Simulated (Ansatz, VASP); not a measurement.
Ti in VASP and in Ansatz

File INCAR:

```
PREC = Accurate
ENCUT = 400
EDIFF = 1E-8
ISMEAR = -1
SIGMA = 0.05
LREAL = F
LASPH = T
NELM = 120
ALGO = Normal
ISIF = 2
LWAVE = F
LCHARG = F
GGA = PS
LEFG = T
NBANDS = 12
GGA_COMPAT = F
```

Contents of KPOINTS:

```
regular mesh
0
Gamma
  14 14 14
```

The input POSCAR:

```
Ti
1.0
   -1.6410000000      1.6410000000      1.6081800000
    1.6410000000     -1.6410000000      1.6081800000
    1.6410000000      1.6410000000     -1.6081800000
Ti
1
Direct
    0.0000000000      0.0000000000      0.0000000000
```

Input for Ansatz:

```yaml
crystal:
  lattice:
    - [-1.641, 1.641, 1.60818]
    - [1.641, -1.641, 1.60818]
    - [1.641, 1.641, -1.60818]
  atoms:
    - { symbol: Ti, position: [0.0, 0.0, 0.0] }
kpoints:
  mp_grid: { grid: [14, 14, 14] }
scf:
  occupations: { method: fermi_dirac, width: 0.05 }
hamiltonian:
  xc: pbesol
  pseudopotentials: { kind: paw }
output:
  forces: true
  stress: true
  eigenvalues: true
  efg: { contact_densities: true }
```

Change from the starting cell: zz strain of -2 %, PAW files.

Alike in both runs: task electric field gradients; functional PBEsol; k mesh 14 × 14 × 14; occupations fermi-dirac, width 0.05 eV; no spin polarisation.

```csv
,VASP,Ansatz
version,VASP 6.6.1,Ansatz 0.2.0
potentials or method,"VASP PAW PBE potentials, release 64 (Ti_sv)","PAW with Ansatz's default frozen-core files, scalar-relativistic"
plane-wave cutoff (eV),400,420
valence electrons in the cell,12,12
```

```csv
,VASP,Ansatz,Ansatz less VASP
pressure (GPa),-5.6,-4.8,+0.85
"traceless stress, the component that is largest in VASP (GPa)",-0.45,-0.44,+0.002
size of Vzz on the site where it differs most (V/Å²),0.4,0.4,0.00
```

VASP's potentials were made for PBE, not for PBEsol.
